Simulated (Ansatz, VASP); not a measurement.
# Two plane-wave programs on Al

INCAR

```
ALGO = Fast
EDIFF = 1E-6
ENCUT = 520
GGA = PE
ISIF = 2
ISMEAR = 0
IVDW = 12
LASPH = True
LCHARG = False
LREAL = False
LWAVE = False
NBANDS = 14
NELM = 60
PREC = Accurate
SIGMA = 0.15
```

File KPOINTS:

```
k-points
0
Gamma
  18 18 6
```

POSCAR

```
Al
1.0
    2.7551257664      0.0000000000      0.0000000000
   -1.3775628832      2.3860089043      0.0000000000
    0.0000000000      0.0000000000      9.4916837777
Al
4
Direct
    0.0000000000      0.0000000000      0.0000000000
    0.3333333333      0.6666666667      0.2500000000
    0.0000000000      0.0000000000      0.5000000000
    0.6666666667      0.3333333333      0.7500000000
```

Input for Ansatz:

```yaml
crystal:
  lattice:
    - [2.7551257664, 0.0, 0.0]
    - [-1.3775628832, 2.3860089043, 0.0]
    - [0.0, 0.0, 9.4916837777]
  atoms:
    - { symbol: Al, position: [0.0, 0.0, 0.0] }
    - { symbol: Al, position: [0.3333333333, 0.6666666667, 0.25] }
    - { symbol: Al, position: [0.0, 0.0, 0.5] }
    - { symbol: Al, position: [0.6666666667, 0.3333333333, 0.75] }
basis:
  ecutwfc: 420
kpoints:
  mp_grid: { grid: [18, 18, 6] }
hamiltonian:
  xc: pbe
  dispersion: d3bj
scf:
  occupations: { method: gaussian, width: 0.15 }
output:
  forces: true
  stress: true
  eigenvalues: true
```

Alike in both runs: task single point; functional PBE; dispersion D3(BJ); k mesh 18 × 18 × 6; occupations gaussian, width 0.15 eV; no spin polarisation.

|  | VASP | Ansatz |
| --- | --- | --- |
| version | VASP 6.6.1 | Ansatz 0.2.0 |
| potentials or method | VASP PAW PBE potentials, release 64 (Al), cutoff 520 eV | scalar-relativistic, plane waves, PAW |
| valence electrons in the cell | 12 | 12 |

Ansatz gave:

```
gap on the k mesh at the Fermi level (eV)                     : none
pressure (GPa)                                                : 1.8
traceless stress, the component that is largest in VASP (GPa) : -2.88
```

Q: What did VASP give for the same quantities?

A: gap on the k mesh at the Fermi level (eV): none; pressure (GPa): 1.7; traceless stress, the component that is largest in VASP (GPa): -2.87.

A gap of «none» marks a metal or a gap that the smearing closes.
